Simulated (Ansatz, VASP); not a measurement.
# MgS in VASP and in Ansatz

File INCAR:

```
SYSTEM = MgS
ALGO = Normal ; EDIFF = 1E-6
ENCUT = 520 ; GGA = PS
ISIF = 2 ; ISMEAR = 0
LASPH = .TRUE. ; LCHARG = .FALSE.
LREAL = .FALSE. ; LWAVE = .FALSE.
NBANDS = 11 ; NELM = 60
PREC = Accurate ; SIGMA = 0.05
```

KPOINTS

```
k-points
0
G
  8 8 8
  0 0 0
```

Contents of POSCAR:

```
MgS
1.0
    1.3766206490      3.4415516224      3.4415516224
    3.4415516224      1.3766206490      3.4415516224
    3.4415516224      3.4415516224      1.3766206490
Mg S
1 1
Direct
    0.0000000000      0.0000000000      0.0000000000
    0.5000000000      0.5000000000      0.5000000000
```

Input for Ansatz:

```yaml
crystal:
  lattice:
    - [1.376620649, 3.4415516224, 3.4415516224]
    - [3.4415516224, 1.376620649, 3.4415516224]
    - [3.4415516224, 3.4415516224, 1.376620649]
  atoms:
    - { symbol: Mg, position: [0.0, 0.0, 0.0] }
    - { symbol: S, position: [0.5, 0.5, 0.5] }
basis:
  ecutwfc: 420
kpoints:
  mp_grid: { grid: [8, 8, 8] }
hamiltonian:
  xc: pbesol
scf:
  occupations: { method: gaussian, width: 0.05 }
output:
  forces: true
  stress: true
  eigenvalues: true
```

Alike in both runs: task single point; functional PBEsol; k mesh 8 × 8 × 8; occupations gaussian, width 0.05 eV; no spin polarisation.

|  | VASP | Ansatz |
| --- | --- | --- |
| version | VASP 6.6.1 | Ansatz 0.2.0 |
| potentials or method | VASP PAW PBE potentials, release 64 (Mg, S), cutoff 520 eV | scalar-relativistic, plane waves, PAW |
| valence electrons in the cell | 8 | 16 |

VASP gave:

```
gap on the k mesh at the Fermi level (eV)                     : none
pressure (GPa)                                                : 1.5
traceless stress, the component that is largest in VASP (GPa) : -7.48
```

**Question.** What did Ansatz give for the same quantities?

**Answer.** gap on the k mesh at the Fermi level (eV): none; pressure (GPa): 1.5; traceless stress, the component that is largest in VASP (GPa): -7.40.

VASP's potentials were made for PBE, not for PBEsol. A gap of «none» marks a metal or a gap that the smearing closes. With one functional, cell and mesh, what is left measures potentials, basis and numerics. VASP's potentials hold 8 valence electrons a cell and Ansatz's 16, so a difference there can come from the potentials and not from the codes.
